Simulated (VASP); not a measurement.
YbH3: single point with PBE

YbH3:

```xyz
4
Lattice="0.0000 2.6050 2.6050 2.6050 0.0000 2.6050 2.6050 2.6050 0.0000" Properties=species:S:1:pos:R:3 pbc="T T T"
Yb    0.0000    0.0000    0.0000
H     2.6050    2.6050    2.6050
H     1.3025    1.3025    1.3025
H     3.9075    3.9075    3.9075
```

```yaml
Program: VASP 6.6.1
Task: single point
Functional: PBE
Potentials_or_basis: VASP PAW PBE potentials, release 64 (Yb, H)
Cutoff: 520 eV
k_mesh: 7 × 7 × 7
Occupations: fermi-dirac, width 0.05 eV
Spin: collinear spin, ferromagnetic start
Starting_moments: "[1.0, 0.0, 0.0, 0.0] μB"
Fixed_moment: 1 μB
Dipole_correction: no
Further_INCAR_settings: ALGO = Normal; EDIFF = 1e-06; NBANDS = 26
```

| Item | Value |
| --- | --- |
| Pressure | -4.4 GPa |
| Net moment | 1.00 μB per cell |
| Site moments | Yb +0.61; H +0.10, +0.04 (each value once) μB |
| Valence electrons inside the program's atomic spheres | Yb 21.99; H 0.48, 0.55 (each value once) |

Run time: 67 s on 1 thread of Intel(R) Xeon(R) Platinum 8375C CPU @ 2.90GHz (Ice Lake), on a shared host, peak memory 0.2 GiB.

Caveat: the cell stands under tension; the total moment is fixed, so each spin has its own Fermi level. The state reached can hang on the start; a lower one may exist.
